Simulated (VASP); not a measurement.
Set up this calculation in VASP 6.6.1, as the native input.

- Task: single point
- Functional: LDA
- Potentials or basis: VASP PAW LDA potentials, release 64 (Mg, I)
- Cutoff: 520 eV
- k mesh: 1 × 1 × 1
- Occupations: fermi-dirac, width 0.05 eV
- Spin: no spin polarisation
- Dipole correction: no
- Further INCAR settings: LREAL = Auto; ALGO = Normal; EDIFF = 1e-06; NBANDS = 63

The structure of MgI2 lies in POSCAR:

```
MgI2
1.0
    8.1239420000      0.0000000000      0.0000000000
   -6.0929570000     10.5533100000      0.0000000000
    0.0000000000      0.0000000000      6.7503290000
Mg I
6 12
Direct
    0.0121083012      0.0003885037      0.0262653865
    0.0133605517      0.3245616778      0.0630784070
    0.0588129048      0.7208638806      0.0025183958
    0.5491778603      0.0171983956     -0.0202656789
    0.4640333227      0.3571959887      0.0685892495
    0.5003933167      0.6587222398      0.0258950342
    0.1932008824      0.2198362410      0.3409463450
    0.3786917440      0.1451298218      0.7984647859
    0.1931034163      0.5628565824      0.2728755887
    0.3214132318      0.4359201047      0.7756214549
    0.2007912706      0.8933784756      0.2905932437
    0.3715738745      0.7921021935      0.7444822319
    0.6883063558      0.1909353558      0.3084145973
    0.8782645012      0.1263868871      0.7499782603
    0.7076382011      0.5826418441      0.2924153771
    0.8162977994      0.4585386007      0.8085976254
    0.6780106516      0.8854188875      0.2494545081
    0.9076696851      0.8014262824      0.7168095066
```

One way to write it, as run:

INCAR

```
PREC = Accurate
ENCUT = 520
EDIFF = 1E-6
ISMEAR = -1
SIGMA = 0.05
LREAL = Auto
LASPH = T
NELM = 100
ALGO = Normal
ISIF = 2
LWAVE = F
LCHARG = T
LELF = T
LVHAR = T
NBANDS = 63
```

KPOINTS

```
regular mesh
0
Gamma
  1 1 1
```

Potentials or basis: VASP PAW LDA potentials, release 64 (Mg, I).

Launch:

```console
$ cat potpaw_LDA.64/Mg/POTCAR potpaw_LDA.64/I/POTCAR > POTCAR
$ mpirun -np 1 vasp_gam > vasp.out
```

Results of the run:

| Item | Value |
| --- | --- |
| Pressure | 0.4 GPa |
| Largest force | 1.266 eV/Å |
| Band gap on the k mesh | 2.84 eV |

Caveat: the k points lie up to 0.93 Å⁻¹ apart; spin-orbit coupling is left out, which moves the levels of the heavy elements; forces of over 1 eV/Å act on the atoms, so gaps and moduli don't describe the material at rest.

Run time: 110 s on 1 thread of AMD EPYC 7R13, with other jobs on the host, peak memory 0.39 GiB.
